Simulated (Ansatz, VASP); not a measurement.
**Two plane-wave programs on LiH**

```
Li H
1.0
    -0.01001    1.99732    1.99732
     1.99732   -0.01001    1.99732
     1.99732    1.99732   -0.01001
Li H
1 1
Direct
  0.00000 0.00000 0.00000
  0.50000 0.50000 0.50000
```

Change from the starting cell: equal xy, yz and zx engineering shears of -0.5 %, PAW files.

Alike in both runs: functional r2SCAN; k mesh 10 × 10 × 10; no spin polarisation.

Ansatz relaxed the structure, and its values are those at the end. VASP's run is a single point on that final structure, the one shown.

|  | VASP | Ansatz |
| --- | --- | --- |
| version | VASP 6.6.1 | Ansatz 0.2.0 |
| potentials or method | VASP PAW PBE potentials, release 64 (Li_sv, H) | PAW with Ansatz's default frozen-core files, scalar-relativistic |
| plane-wave cutoff (eV) | 830 | 500 |
| occupations | gaussian, width 0.01 eV | fixed |
| valence electrons in the cell | 4 | 4 |

VASP gave:

```
gap on the k mesh at the Fermi level (eV) : 3.58
pressure (GPa)                            : 0.0
```

Q: What did Ansatz give for the same quantities?

A: gap on the k mesh at the Fermi level (eV): 3.63; pressure (GPa): 0.0.

VASP's potentials were made for PBE, not for r2SCAN.
